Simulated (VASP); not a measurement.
Na, 1 atom in the cell. It takes space group Im-3m (No. 229, cubic). Conventional cell: a = 4.282 Å, b = 4.282 Å, c = 4.282 Å, α = 90.00°, β = 90.00°, γ = 90.00°. Na (site symmetry m-3m) has 14 Na at 3.71 to 4.28 Å within 4.9 Å. 

| Quantity | Value |
| --- | --- |
| Program | VASP 6.6.1 |
| Task | relaxation of volume and atoms at fixed shape |
| Functional | PBE |
| Potentials or basis | VASP PAW PBE potentials, release 64 (Na_pv) |
| Cutoff | 500 eV |
| k mesh | 8 × 8 × 8 |
| Occupations | fermi-dirac, width 0.05 eV |
| Spin | no spin polarisation |
| Dipole correction | no |
| Further INCAR settings | ALGO = Normal; EDIFF = 1e-07; IBRION = 2; EDIFFG = -0.01; NSW = 80; ISIF = 8 |

Potentials or basis: VASP PAW PBE potentials, release 64 (Na_pv).

The run is started by

```sh
$ cat potpaw_PBE.64/Na_pv/POTCAR > POTCAR
$ mpirun -np 1 vasp_std > vasp.out
```

Hardware: 1 thread of AMD EPYC 7R43 64-Core Processor (Zen 3), with other jobs on the host.

Question: How long does it take, and how much memory?

Answer: Wall time 20 s on 1 thread of AMD EPYC 7R43 64-Core Processor (Zen 3), with other jobs on the host, peak memory 0.11 GiB. Counts: scf iterations 24, k points 29, ion steps 3.
